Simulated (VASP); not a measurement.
A run of VASP 6.6.1 is set up as follows.

Contents of INCAR:

```
  PREC = Accurate
  ENCUT = 520
  EDIFF = 1E-6
  ISMEAR = 0
  SIGMA = 0.05
  LREAL = Auto
  LASPH = T
  NELM = 150
  ALGO = Normal
  ISIF = 2
  LWAVE = F
  LCHARG = F
  LMAXMIX = 4
  LDAU = T
  LDAUTYPE = 2
  LDAUL = 2 -1 -1
  LDAUU = 2 0 0
  LDAUJ = 0 0 0
  LDAUPRINT = 1
  GGA = PS
  NBANDS = 79
```

The input KPOINTS:

```
Automatic mesh
0
Gamma
  3 3 3
```

POSCAR

```
Y7NbN8
1.0
    0.0000000000      4.8935000000      4.8935000000
    4.8935000000      0.0000000000      4.8935000000
    4.8935000000      4.8935000000      0.0000000000
Nb Y N
1 7 8
Direct
    0.2581760925      0.2265717619      0.2576538495
    0.2459013437      0.2555726059      0.7493080406
    0.2493688379      0.7485665575      0.2493472485
    0.2493567502      0.7485699644      0.7528019628
    0.7495799517      0.2554624979      0.2457730494
    0.7495802021      0.2554601932      0.7492758200
    0.7530915186      0.7485243615      0.2492299454
    0.7512697875      0.7474334580      0.7507333629
    0.0007369118      0.9983770403      0.0004870787
    0.0237120374      0.0191800907      0.4785773100
    0.0051380494      0.4941503003      0.0049526694
    0.0051151760      0.4942137322      0.4958582265
    0.4788365201      0.0191671525      0.0234933037
    0.4788808134      0.0191421432      0.4785907344
    0.4960186923      0.4940947668      0.0049885593
    0.5012865240      0.4967830337      0.5009924279
```

Potentials or basis: VASP PAW PBE potentials, release 64 (Nb_sv, Y_sv, N).

Run with:

```sh
$ cat potpaw_PBE.64/Nb_sv/POTCAR potpaw_PBE.64/Y_sv/POTCAR potpaw_PBE.64/N/POTCAR > POTCAR
$ mpirun -np 1 vasp_std > vasp.out
```

Task: Predict the largest force.

Result: 0.160 eV/Å.

Task: What does it give for the band gap on the k mesh?

Result: Zero (band 65 reaches 5.91 eV, above the bottom of band 66 at 4.61 eV).

Task: Predict the pressure.

Result: -11.2 GPa.

Eigenvalues of the final occupation matrices:
```tsv
site	spin	trace	eigenvalues
site 1 d	1	1.00	0.18 0.19 0.19 0.22 0.22
site 1 d	2	1.00	0.18 0.19 0.19 0.22 0.22
```

Caveat: the k points lie up to 0.37 Å⁻¹ apart; the PAW data sets were made with another functional, which shifts forces and pressure a little; U without spin polarisation on a metal has little footing.
